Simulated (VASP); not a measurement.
Runs of VASP 6.6.1 on PtSe2. The structure is that of space group P-3m1 (No. 164), or close to it. The cells are those of the table. 

| task | level | potentials or basis | cell | k mesh | cutoff (eV) | gap on the mesh (eV) | pressure (GPa) | largest force (eV/Å) |
| --- | --- | --- | --- | --- | --- | --- | --- | --- |
| single point | r2SCAN | VASP PAW PBE potentials, release 64 (Pt, Se) | a = 3.729, b = 3.729, c = 5.277 Å, angles 90.0, 90.0, 120.0°, 3 atoms | 12 × 12 × 6 | 520 | none | 1.4 | (b) |
| single point | LDA | VASP PAW LDA potentials, release 64 (Pt, Se) | a = 3.729, b = 3.729, c = 5.277 Å, angles 90.0, 90.0, 120.0°, 3 atoms | 12 × 12 × 6 | 520 | none | -3.2 | 0.20 |
| single point | PBE | VASP PAW PBE potentials, release 64 (Pt, Se) | a = 3.729, b = 3.729, c = 5.277 Å, angles 90.0, 90.0, 120.0°, 3 atoms | 12 × 12 × 6 | 520 | none | 3.8 | (a) |
| relaxation of cell and atoms | PBE+D4 | VASP PAW PBE potentials, release 64 (Pt, Se) | relaxed from a = 3.772, b = 3.772, c = 4.827 Å, angles 90.0, 90.0, 120.0°, 3 atoms | 12 × 12 × 6 | 600 | none | 0.0 | - |
| single point | PBE+D3(BJ) | VASP PAW PBE potentials, release 64 (Pt, Se) | a = 3.772, b = 3.772, c = 4.827 Å, angles 90.0, 90.0, 120.0°, 3 atoms | 12 × 12 × 4 | 520 | none | 0.0 | 0.01 |

Alike in all rows: no spin polarisation; smearing fermi-dirac 0.02 eV.

Task: Fill in the values left out.

Result: (a) 0.17; (b) 0.02.

Caveats: spin-orbit coupling is left out, which moves the levels of the heavy elements; pairwise dispersion overbinds metals, which lowers pressure and volume (some runs); the PAW data sets were made with another functional, which shifts forces and pressure a little (some runs).

A k mesh can miss the band edges, and the runs leave out spin-orbit coupling on Pt, Se.

A gap of «none» marks levels without a gap at the run's occupations.
